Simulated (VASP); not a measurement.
# Ge (Cmcm) in VASP: further runs

The runs below take Ge through single point, with PBEsol.

Everything below comes from runs of VASP 6.6.1. Logs are shortened: lines on timing, memory, paths and dates and some standing lists are left out, and cuts for length are marked.

**1. The cell of the first run**

Symmetry: Cmcm, No. 63, orthorhombic system. The conventional cell has a = 2.852 Å, b = 4.973 Å, c = 4.530 Å, α = 90.00°, β = 90.00°, γ = 90.00°. Within 3.7 Å of Ge (site symmetry m2m) lie 12 Ge at 2.80 to 2.87 Å.

This isn't the form of Ge at room conditions, which is diamond.

**2. Single point, PBEsol**

Contents of INCAR:

```
SYSTEM = Ge
ALGO = Normal ; EDIFF = 1E-6
ENCUT = 520 ; GGA = PS
ISIF = 2 ; ISMEAR = 1
LASPH = .True. ; LCHARG = .True.
LELF = .True. ; LREAL = .False.
LVHAR = .True. ; LWAVE = .False.
NBANDS = 21 ; NELM = 100
PREC = Accurate ; SIGMA = 0.15
```

Contents of KPOINTS:

```
k-points
0
Gamma
  11 11 6
  0 0 0
```

Contents of POSCAR:

```
Ge
1.0
    1.4259773385     -2.4864498378      0.0000000000
    1.4259773385      2.4864498378      0.0000000000
    0.0000000000      0.0000000000      4.5303794701
Ge
2
Direct
    0.6665530000      0.3334470000      0.2500000000
    0.3334470000      0.6665530000      0.7500000000
```

Potentials or basis: VASP PAW PBE potentials, release 64 (Ge_d).

On the command line:

```console
cat potpaw_PBE.64/Ge_d/POTCAR > POTCAR
mpirun -np 1 vasp_std > vasp.out
```

OUTCAR:

```text
SYSTEM = Ge
   EDIFF = 1E-6
   ENCUT = 520
   GGA = PS
   ISIF = 2
   ISMEAR = 1
   LASPH = .True.
   LREAL = .False.
   NELM = 100
   PREC = Accurate

 ion  position               nearest neighbor table
   1  0.667  0.333  0.250-   2 2.80   2 2.80   2 2.80   2 2.80   2 2.81   2 2.81
   2  0.333  0.667  0.750-   1 2.80   1 2.80   1 2.80   1 2.80   1 2.81   1 2.81

  LATTYP: Found a base centered orthorhombic cell.
 ALAT       =     2.8519546770
 B/A-ratio  =     1.7436811727
 C/A-ratio  =     1.5885173445

  Lattice vectors:

 A1 = (   1.4259773385,  -2.4864498378,   0.0000000000)
 A2 = (   1.4259773385,   2.4864498378,   0.0000000000)
 A3 = (   0.0000000000,   0.0000000000,   4.5303794701)

Analysis of symmetry for initial positions (statically):
=====================================================================
 Subroutine PRICEL returns:
 Original cell was already a primitive cell.

 Routine SETGRP: Setting up the symmetry group for a
 base centered orthorhombic supercell.

 Subroutine GETGRP returns: Found  8 space group operations
 (whereof  4 operations were pure point group operations)
 out of a pool of  8 trial point group operations.

The static configuration has the point symmetry C_2h.
 The point group associated with its full space group is D_2h.

Analysis of symmetry for dynamics (positions and initial velocities):
=====================================================================
 Subroutine PRICEL returns:
 Original cell was already a primitive cell.

 Routine SETGRP: Setting up the symmetry group for a
 base centered orthorhombic supercell.

 Subroutine GETGRP returns: Found  8 space group operations
 (whereof  4 operations were pure point group operations)
 out of a pool of  8 trial point group operations.

The dynamic configuration has the point symmetry C_2h.
 The point group associated with its full space group is D_2h.

 Subroutine INISYM returns: Found  8 space group operations
 (whereof  4 operations are pure point group operations),
 and found     1 'primitive' translations

----------------------------------------------------------------------------------------

                                     Primitive cell

  volume of cell :      32.1260

  direct lattice vectors                    reciprocal lattice vectors
     1.425977339 -2.486449838  0.000000000     0.350636708 -0.201089920  0.000000000
     1.425977339  2.486449838  0.000000000     0.350636708  0.201089920  0.000000000
     0.000000000  0.000000000  4.530379470     0.000000000  0.000000000  0.220732062

  length of vectors
     2.866329389  2.866329389  4.530379470     0.404206949  0.404206949  0.220732062

  position of ions in fractional coordinates (direct lattice)
     0.666553000  0.333447000  0.250000000
     0.333447000  0.666553000  0.750000000

  ion indices of the primitive-cell ions
   primitive index   ion index
                 1           1
                 2           2

----------------------------------------------------------------------------------------

 KPOINTS: k-points

Automatic generation of k-mesh.
 Grid dimensions read from file:
 generate k-points for:   11   11    6

 Generating k-lattice:

  Cartesian coordinates                     Fractional coordinates (reciprocal lattice)
     0.031876064 -0.018280902  0.000000000     0.090909091 -0.000000000  0.000000000
     0.031876064  0.018280902  0.000000000    -0.000000000  0.090909091  0.000000000
     0.000000000  0.000000000  0.036788677     0.000000000  0.000000000  0.166666667

  Length of vectors
     0.036746086  0.036746086  0.036788677

  Shift w.r.t. Gamma in fractional coordinates (k-lattice)
     0.000000000  0.000000000  0.000000000

 Subroutine IBZKPT returns following result:
 ===========================================

 Found    144 irreducible k-points:

 Following reciprocal coordinates:
            Coordinates               Weight
  0.000000  0.000000  0.000000      1.000000
  0.090909  0.000000  0.000000      4.000000
  0.181818 -0.000000  0.000000      4.000000
  0.272727 -0.000000  0.000000      4.000000
  0.363636  0.000000  0.000000      4.000000
  0.454545  0.000000  0.000000      4.000000
[... 16 lines left out ...]
 -0.272727  0.181818  0.000000      4.000000
 -0.181818  0.181818  0.000000      2.000000
 [... further k-points ...]
   k-points           NKPTS =    144   k-points in BZ     NKDIM =    144   number of bands    NBANDS=     21
   number of dos      NEDOS =    301   number of ions     NIONS =      2
   total plane-waves  NPLWV =  20736
   dimension x,y,z NGX =    24 NGY =   24 NGZ =   36
   dimension x,y,z NGXF=    48 NGYF=   48 NGZF=   72
   ions per type =               2
   NGX,Y,Z   is equivalent  to a cutoff of  13.92, 13.92, 13.21 a.u.
   NGXF,Y,Z  is equivalent  to a cutoff of  27.84, 27.84, 26.42 a.u.
 SYSTEM =  Ge
   PREC   = accura    normal or accurate (medium, high low for compatibility)
   ISTART =      0    job   : 0-new  1-cont  2-samecut
   ICHARG =      2    charge: 1-file 2-atom 10-const
   ISPIN  =      1    spin polarized calculation?
   LNONCOLLINEAR =      F non collinear calculations
   LSORBIT =      F    spin-orbit coupling
   LASPH  =      T    aspherical Exc in radial PAW
   ENCUT  =  520.0 eV  38.22 Ry    6.18 a.u.   5.33  5.33  8.42*2*pi/ulx,y,z
   NELM   =    100;   NELMIN=  2; NELMDL= -5     # of ELM steps
   EDIFF  = 0.1E-05   stopping-criterion for ELM
   LREAL  =      F    real-space projection
   EDIFFG = 0.1E-04   stopping-criterion for IOM
   NSW    =      0    number of steps for IOM
   IBRION =     -1    ionic relax: 0-MD 1-quasi-New 2-CG
   NFREE  =      0    steps in history (QN), initial steepest desc. (CG)
   ISIF   =      2    stress and relaxation
   ISYM   =      2    0-nonsym 1-usesym 2-fastsym
   POTIM  = 0.5000    time-step for ionic-motion
   TEBEG  =    0.0;   TEEND  =   0.0 temperature during run
   PSTRESS=    0.0 pullay stress
   NELECT =      28.0000    total number of electrons
   NUPDOWN=      -1.0000    fix difference up-down
   EMIN   =  10.00;   EMAX   =-10.00  energy-range for DOS
   EFERMI =   0.00;   METHOD = LEGACY
   ISMEAR =     1;   SIGMA  =   0.15  broadening in eV -4-tet -1-fermi 0-gaus
   EFERMI_NEDOS =   21; number of points for ismear=-14 and -15
   IALGO  =     38    algorithm
   IMIX   =      4    mixing-type and parameters
     AMIX     =   0.40;   BMIX     =  1.00
     AMIX_MAG =   1.60;   BMIX_MAG =  1.00
  volume/ion in A,a.u.               =      16.06       108.40
  Fermi-wavevector in a.u.,A,eV,Ry     =   1.563778  2.955113 33.271726  2.445403
  Thomas-Fermi vector in A             =   2.666499
   LORBIT       =      0    0 simple, 1 ext, 2 COOP (PROOUT), +10 PAW based schemes
   GGA     = PS    functional components
   LHFCALC =     F    Hartree Fock is set to
   AEXX    =    0.0000 exact exchange contribution
   IVDW    =     0    specifies the selected vdW correction
   LEPSILON=     F    determine dielectric tensor
   LRPA    =     F    only Hartree local field effects (RPA)
 non-spin polarized calculation
 Methfessel and Paxton  Order N= 1 SIGMA  =   0.15
  energy-cutoff  :      520.00
  volume of cell :       32.13
 maximum number of plane-waves:       882
 NGX is ok and might be reduce to    24
   NGX = 11   NGY = 11   NGZ = 17

 number of electron      27.9999992 magnetization

 Free energy of the ion-electron system (eV)
  ---------------------------------------------------
  ext. energy  EPLUGINS =         0.00000000
  ---------------------------------------------------
  free energy    TOTEN  =        -9.14907180 eV

  energy without entropy =       -9.14943428  energy(sigma->0) =       -9.14919262

 E-fermi :   8.5648     XC(G=0): -12.2723

 val. band max:        8.5371484686   @ k =   0.4545   0.2727   0.1667
 cond. band min:       8.5813669787   @ k =  -0.3636   0.1818   0.1667
 fundamental gap:      0.0442185101
 Fermi energy:         8.5648171450

 k-point     1 :       0.0000    0.0000    0.0000
  band No.  band energies     occupation
      1     -16.2361      2.00000
      2     -16.2134      2.00000
      3     -16.2079      2.00000
      4     -16.2078      2.00000
      5     -16.1986      2.00000
      6     -16.1939      2.00000
[... 13 lines left out ...]
     20      21.9335      0.00000
     21      23.7693      0.00000

 k-point     2 :       0.0909    0.0000    0.0000
  band No.  band energies     occupation
      1     -16.2359      2.00000
      2     -16.2197      2.00000
      3     -16.2014      2.00000
      4     -16.1938      2.00000
      5     -16.1909      2.00000
      6     -16.1864      2.00000
[... 13 lines left out ...]
     20      22.3768      0.00000
     21      23.6079      0.00000

 k-point     3 :       0.1818   -0.0000    0.0000
  band No.  band energies     occupation
      1     -16.2527      2.00000
      2     -16.2133      2.00000
      3     -16.1967      2.00000
      4     -16.1934      2.00000
      5     -16.1878      2.00000
      6     -16.1730      2.00000
[... 13 lines left out ...]
     20      22.5246      0.00000
     21      23.6586      0.00000

 k-point     4 :       0.2727   -0.0000    0.0000
  band No.  band energies     occupation
      1     -16.2762      2.00000
      2     -16.2186      2.00000
      3     -16.2119      2.00000
      4     -16.2071      2.00000
      5     -16.1720      2.00000
      6     -16.1361      2.00000
[... 13 lines left out ...]
     20      21.5494      0.00000
     21      23.0543      0.00000

 k-point     5 :       0.3636    0.0000    0.0000
  band No.  band energies     occupation
      1     -16.2965      2.00000
      2     -16.2413      2.00000
      3     -16.2189      2.00000
      4     -16.2170      2.00000
      5     -16.1531      2.00000
      6     -16.1333      2.00000
[... 13 lines left out ...]
     20      20.8673      0.00000
     21      22.3361      0.00000

 k-point     6 :       0.4545    0.0000    0.0000
  band No.  band energies     occupation
      1     -16.3083      2.00000
      2     -16.2556      2.00000
      3     -16.2257      2.00000
      4     -16.2213      2.00000
      5     -16.1421      2.00000
      6     -16.1415      2.00000
[... 13 lines left out ...]
     20      20.5068      0.00000
     21      21.9773      0.00000

 k-point     7 :       0.0909    0.0909    0.0000
  band No.  band energies     occupation
      1     -16.2356      2.00000
      2     -16.2295      2.00000
      3     -16.1925      2.00000
      4     -16.1895      2.00000
      5     -16.1863      2.00000
      6     -16.1794      2.00000
[... 13 lines left out ...]
     20      21.0660      0.00000
     21      22.5071      0.00000
[... 291 lines left out ...]
      1     -16.2724      2.00000
      2     -16.2633      2.00000
      3     -16.2052      2.00000
      4     -16.1969      2.00000
      5     -16.1519      2.00000
      6     -16.1438      2.00000
[... 13 lines left out ...]
     20      20.5540      0.00000
     21      27.0221      0.00000

 k-point    21 :      -0.4545    0.1818    0.0000
  band No.  band energies     occupation
      1     -16.2582      2.00000
      2     -16.2541      2.00000
      3     -16.2145      2.00000
      4     -16.2064      2.00000
      5     -16.1537      2.00000
      6     -16.1407      2.00000
[... 13 lines left out ...]
     20      20.9230      0.00000
     21      25.1139      0.00000

 k-point    22 :      -0.3636    0.1818    0.0000
  band No.  band energies     occupation
      1     -16.2403      2.00000
      2     -16.2381      2.00000
      3     -16.2350      2.00000
      4     -16.2050      2.00000
      5     -16.1636      2.00000
      6     -16.1440      2.00000
[... 13 lines left out ...]
     20      21.2910      0.00000
     21      22.2775      0.00000

 k-point    23 :      -0.2727    0.1818    0.0000
  band No.  band energies     occupation
      1     -16.2569      2.00000
      2     -16.2220      2.00000
      3     -16.2116      2.00000
      4     -16.1996      2.00000
      5     -16.1816      2.00000
      6     -16.1549      2.00000
[... 13 lines left out ...]
     20      20.3907      0.00000
     21      22.8083      0.00000

 k-point    24 :      -0.1818    0.1818    0.0000
  band No.  band energies     occupation
      1     -16.2559      2.00000
      2     -16.2141      2.00000
      3     -16.1970      2.00000
      4     -16.1920      2.00000
      5     -16.1907      2.00000
      6     -16.1704      2.00000
[... 13 lines left out ...]
     20      22.5349      0.00000
     21      23.7842      0.00000

 [... further k-points ...]

------------------------ aborting loop because EDIFF is reached ----------------------------------------

  FORCE on cell =-STRESS in cart. coord.  units (eV):
  Direction    XX          YY          ZZ          XY          YZ          ZX
  --------------------------------------------------------------------------------------
  -------------------------------------------------------------------------------------
  Total        1.9462101      1.9417756      4.0103870      0.0000000      0.0000000      0.0000000
  in kB       97.0606959     96.8395413    200.0045891      0.0000000      0.0000000      0.0000000
  external PRESSURE =     131.3016088 kB  Pullay stress =       0.0000000 kB

 VOLUME and BASIS-vectors are now :
 -----------------------------------------------------------------------------
  energy-cutoff  :      520.00
  volume of cell :       32.13
      direct lattice vectors                 reciprocal lattice vectors
     1.425977339 -2.486449838  0.000000000     0.350636708 -0.201089920  0.000000000
     1.425977339  2.486449838  0.000000000     0.350636708  0.201089920  0.000000000
     0.000000000  0.000000000  4.530379470     0.000000000  0.000000000  0.220732062

 POSITION                                       TOTAL-FORCE (eV/Angst)
 -----------------------------------------------------------------------------------
      1.42598     -0.82825      1.13259         0.000000      0.005440      0.000000
      1.42598      0.82825      3.39778         0.000000     -0.005440     -0.000000
 -----------------------------------------------------------------------------------
    total drift:                                0.000000     -0.000000     -0.000000

  FREE ENERGIE OF THE ION-ELECTRON SYSTEM (eV)
  ---------------------------------------------------
  free  energy   TOTEN  =        -9.1490717965 eV

  energy  without entropy=       -9.1494342798  energy(sigma->0) =       -9.14919262
```

Run time: 2.9 min. Hardware: 1 thread of AMD EPYC 7R13, shared host; peak memory 0.18 GiB.

Results:

```yaml
Free_energy: -9.1491 eV
Pressure: 13.1 GPa
Largest_force: 0.005 eV/Å
Band_gap_on_the_k_mesh: zero (bands 14 and 15 overlap by 10.75 eV)
```

Forces on the atoms (eV/Å):
```
Ge   0.000  0.005  0.000
Ge   0.000 -0.005  0.000
```

Stress tensor (GPa, compression positive):
```
 9.71  0.00  0.00
 0.00  9.68  0.00
 0.00  0.00 20.00
```

Caveat: the stress differs along the axes, from 10 to 20 GPa; the PAW data sets were made with another functional, which shifts forces and pressure a little.

**3. Single point, PBEsol**

This run uses another cell than the first one, of 16.79 Å³/atom.

Contents of INCAR:

```
PREC     = Accurate       # precision mode
ENCUT    = 520            # plane-wave cutoff, eV
EDIFF    = 1E-7           # SCF threshold, eV
ISMEAR   = 1              # smearing method
SIGMA    = 0.15           # smearing width, eV
LREAL    = False          # projectors in reciprocal space
LASPH    = True           # aspherical terms in the spheres
NELM     = 100            # most SCF steps
ALGO     = Normal         # electronic algorithm
ISIF     = 2              # what is computed and relaxed
LWAVE    = False          # write WAVECAR
LCHARG   = False          # write CHGCAR
GGA      = PS             # functional
NBANDS   = 21             # bands
```

Contents of KPOINTS:

```
Automatic mesh
0
Gamma
  11 11 6
```

Contents of POSCAR:

```
Ge
1.0
    1.4472637206     -2.5235665015      0.0000000000
    1.4472637206      2.5235665015      0.0000000000
    0.0000000000      0.0000000000      4.5980070445
Ge
2
Direct
    0.6665530000      0.3334470000      0.2500000000
    0.3334470000      0.6665530000      0.7500000000
```

Potentials or basis: VASP PAW PBE potentials, release 64 (Ge_d).

On the command line:

```console
cat potpaw_PBE.64/Ge_d/POTCAR > POTCAR
mpirun -np 1 vasp_std > vasp.out
```

OUTCAR:

```text
PREC = Accurate
   ENCUT = 520
   EDIFF = 1E-7
   ISMEAR = 1
   LREAL = False
   LASPH = True
   NELM = 100
   ISIF = 2
   GGA = PS

 ion  position               nearest neighbor table
   1  0.667  0.333  0.250-   2 2.84   2 2.84   2 2.84   2 2.84   2 2.85   2 2.85
   2  0.333  0.667  0.750-   1 2.84   1 2.84   1 2.84   1 2.84   1 2.85   1 2.85

  LATTYP: Found a base centered orthorhombic cell.
 ALAT       =     2.8945274412
 B/A-ratio  =     1.7436811727
 C/A-ratio  =     1.5885173445

[... 768 lines left out ...]
------------------------ aborting loop because EDIFF is reached ----------------------------------------

  FORCE on cell =-STRESS in cart. coord.  units (eV):
  Direction    XX          YY          ZZ          XY          YZ          ZX
  --------------------------------------------------------------------------------------
  -------------------------------------------------------------------------------------
  Total        1.0214011      1.0771986      2.9125849      0.0000000      0.0000000      0.0000000
  in kB       48.7242121     51.3859393    138.9399455      0.0000000      0.0000000      0.0000000
  external PRESSURE =      79.6833656 kB  Pullay stress =       0.0000000 kB

 VOLUME and BASIS-vectors are now :
 -----------------------------------------------------------------------------
  energy-cutoff  :      520.00
  volume of cell :       33.59
      direct lattice vectors                 reciprocal lattice vectors
     1.447263721 -2.523566501  0.000000000     0.345479537 -0.198132286  0.000000000
     1.447263721  2.523566501  0.000000000     0.345479537  0.198132286  0.000000000
     0.000000000  0.000000000  4.598007045     0.000000000  0.000000000  0.217485530

 POSITION                                       TOTAL-FORCE (eV/Angst)
 -----------------------------------------------------------------------------------
      1.44726     -0.84062      1.14950         0.000000      0.006774      0.000000
      1.44726      0.84062      3.44851         0.000000     -0.006774     -0.000000
 -----------------------------------------------------------------------------------
    total drift:                               -0.000000     -0.000000     -0.000000

  FREE ENERGIE OF THE ION-ELECTRON SYSTEM (eV)
  ---------------------------------------------------
  free  energy   TOTEN  =        -9.2455604409 eV

  energy  without entropy=       -9.2454501844  energy(sigma->0) =       -9.24552369
```

It took 3.4 min on 1 thread of AMD EPYC 7R13, shared host; peak memory 0.18 GiB.

What came out:

| Item | Value |
| --- | --- |
| Free energy | -9.2456 eV |
| Pressure | 8.0 GPa |
| Largest force | 0.007 eV/Å |
| Band gap on the k mesh | zero (bands 14 and 15 overlap by 10.26 eV) |

Forces on the atoms (eV/Å):
```
Ge   0.000  0.007  0.000
Ge   0.000 -0.007  0.000
```

Levels at points of the mesh, in eV from the Fermi level:
```csv
k point,band 12,band 13,band 14,band 15,band 16,band 17
"(0.00, 0.00, 0.00)",-7.75,-6.19,7.03,7.16,9.26,9.39
"(0.00, 0.00, 0.50)",-12.46,1.93,1.93,8.30,8.30,8.42
```

Caveat: the stress differs along the axes, from 5 to 14 GPa; the PAW data sets were made with another functional, which shifts forces and pressure a little.

(Part 1 of 2 ends here.)

The gap in the log of VASP goes by the Fermi energy; the results here count the filled bands.